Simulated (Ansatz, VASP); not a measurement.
## One calculation of Zr3O, two programs

```
Zr O
1.0
     5.77864    0.00000    0.00000
    -2.88932    5.00445    0.00000
     0.00000    0.00000    4.81477
Zr O
6 2
Direct
  0.35290 0.00000 0.00000
  0.35290 0.35290 0.50000
  0.00000 0.35290 0.00000
  0.64710 0.00000 0.50000
  0.64710 0.64710 0.00000
  0.00000 0.64710 0.50000
  0.33333 0.66667 0.25000
  0.66667 0.33333 0.75000
```

Alike in both runs: task single point; functional PBEsol; k mesh 9 × 9 × 8; occupations gaussian, width 0.15 eV; no spin polarisation.

|  | VASP | Ansatz |
| --- | --- | --- |
| version | VASP 6.6.1 | Ansatz 0.2.0 |
| potentials or method | VASP PAW PBE potentials, release 64 (Zr_sv, O), cutoff 520 eV | scalar-relativistic, plane waves, PAW |
| valence electrons in the cell | 84 | 84 |

```csv
,VASP,Ansatz,Ansatz less VASP
gap on the k mesh at the Fermi level (eV),none,none,-
pressure (GPa),3.2,3.0,-0.17
"traceless stress, the component that is largest in VASP (GPa)",10.57,10.56,-0.009
rms of the force components (eV/Å),0.438,0.430,-0.0084
```

VASP's potentials were made for PBE, not for PBEsol, and Ansatz warns of the same on its side. Atom by atom the forces differ by 0.008 eV/Å (rms over components). A gap of «none» marks a metal or a gap that the smearing closes. The functional is the same, so the differences come from potentials, cutoffs and numerics.
